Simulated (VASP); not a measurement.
## Rh: single point with PBE

The system is Rh.

```
CELL_PARAMETERS angstrom
1.31834 -2.28444 0.00000
1.31834 2.28444 0.00000
0.00000 0.00000 2.55201
ATOMIC_POSITIONS crystal
Rh 0.50000 0.50000 0.00000
```

The cell was generated, and may not be a known phase.

```
Program             : VASP 6.6.1
Task                : single point
Functional          : PBE
Potentials or basis : VASP PAW PBE potentials, release 64 (Rh_sv_GW)
Cutoff              : 620 eV
k mesh              : 6 × 6 × 14
Occupations         : gaussian, width 0.1 eV
Spin                : no spin polarisation
```

```yaml
Pressure: -0.4 GPa
Band_gap_on_the_k_mesh: zero (an odd number of electrons rules out a gap without spin polarisation)
```

Stress tensor (GPa, compression positive):
```
-0.39  0.00  0.00
 0.00 -0.52  0.00
 0.00  0.00 -0.44
```

Levels at points of the mesh, in eV from the Fermi level:
```tsv
k point	band 5	band 6	band 7	band 8	band 9	band 10	band 11	band 12
(0.00, 0.00, 0.00)	-7.04	-5.07	-2.60	-2.59	0.85	0.85	16.12	16.35
(0.50, 0.00, 0.00)	-5.54	-3.95	-1.39	0.37	0.95	1.19	7.81	14.90
(0.50, 0.50, 0.00)	-5.54	-3.95	-1.39	0.37	0.95	1.18	7.80	14.91
(0.00, 0.00, 0.50)	-4.76	-2.17	-2.16	-0.98	-0.98	-0.25	6.14	19.21
(0.50, 0.00, 0.50)	-5.43	-4.63	-1.83	1.35	2.10	6.58	6.79	15.02
(0.50, 0.50, 0.50)	-5.43	-4.64	-1.83	1.35	2.09	6.58	6.79	15.02
```

Wall time 11 s on 1 thread of Intel(R) Xeon(R) 6975P-C (Granite Rapids) (shared host), peak memory 0.17 GiB.

Caveat: the k points lie up to 0.46 Å⁻¹ apart, too coarse for converged energies and pressures of a metal.
